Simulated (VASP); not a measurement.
In: single point with HSE06

Crystal: In.

```
In
1.0
    -1.85708    1.85708    1.85708
     1.85708   -1.85708    1.85708
     1.85708    1.85708   -1.85708
In
1
Direct
  0.00000 0.00000 0.00000
```

This isn't the form of In at room conditions, which is tetragonal.

```json
{"Program": "VASP 6.6.1", "Task": "single point", "Functional": "HSE06", "Potentials or basis": "VASP PAW PBE potentials, release 64 (In_d)", "Cutoff": "520 eV", "k mesh": "6 × 6 × 6", "Occupations": "fermi-dirac, width 0.05 eV", "Spin": "no spin polarisation", "Dipole correction": "no", "Grid for exact exchange (PRECFOCK)": "Normal", "Further INCAR settings": "ALGO = Normal; EDIFF = 1e-06; NBANDS = 12", "Share of exact exchange": "0.25", "Screening parameter": "0.2079 1/Å"}
```

The pressure is 1.1 GPa. The band gap on the k mesh is zero (an odd number of electrons rules out a gap without spin polarisation).

Levels at points of the mesh, in eV from the Fermi level:
```tsv
k point	band 4	band 5	band 6	band 7	band 8	band 9
(0.00, 0.00, 0.00)	-16.40	-16.40	-10.88	12.49	12.49	12.49
(0.50, 0.00, 0.00)	-16.40	-16.21	-4.29	-3.66	6.79	8.18
(0.50, 0.50, 0.50)	-16.25	-16.25	1.52	1.52	1.52	1.70
```

Run time: 9.1 min on 1 thread of Intel(R) Xeon(R) Platinum 8488C (Sapphire Rapids) (shared host), peak memory 0.25 GiB.

Caveat: the k points lie up to 0.40 Å⁻¹ apart, too coarse for converged energies and pressures of a metal; the PAW data sets were made with another functional, which shifts forces and pressure a little; spin-orbit coupling is left out, which moves the levels of the heavy elements.
